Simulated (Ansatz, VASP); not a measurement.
One calculation of BaTe, two programs

```
CELL_PARAMETERS angstrom
4.26247 0.00000 0.00000
0.00000 4.30509 0.00000
0.00000 0.00000 4.26247
ATOMIC_POSITIONS crystal
Ba 0.00000 0.00000 0.00000
Te 0.50000 0.50000 0.50000
```

Change from the starting cell: strain +0.0100 x Voigt [0, 1, 0, 0, 0, 0], atoms carried along.

Alike in both runs: task single point; functional PBEsol; k mesh 6 × 6 × 6; occupations gaussian, width 0.05 eV; no spin polarisation.

```csv
,VASP,Ansatz
version,VASP 6.6.1,Ansatz 0.2.0
potentials or method,"VASP PAW PBE potentials, release 64 (Ba_sv, Te), cutoff 520 eV","scalar-relativistic, plane waves, PAW"
valence electrons in the cell,16,26
```

```csv
,VASP,Ansatz,Ansatz less VASP
gap on the k mesh at the Fermi level (eV),0.70,0.80,+0.098
least direct gap on the mesh (eV),0.86,0.95,+0.097
pressure (GPa),-2.0,-2.5,-0.45
"traceless stress, the component that is largest in VASP (GPa)",-0.46,-0.46,+0.001
```

VASP's potentials were made for PBE, not for PBEsol. VASP's potentials hold 16 valence electrons a cell and Ansatz's 26, so a difference there can come from the potentials and not from the codes.

Spin-orbit coupling is off throughout.
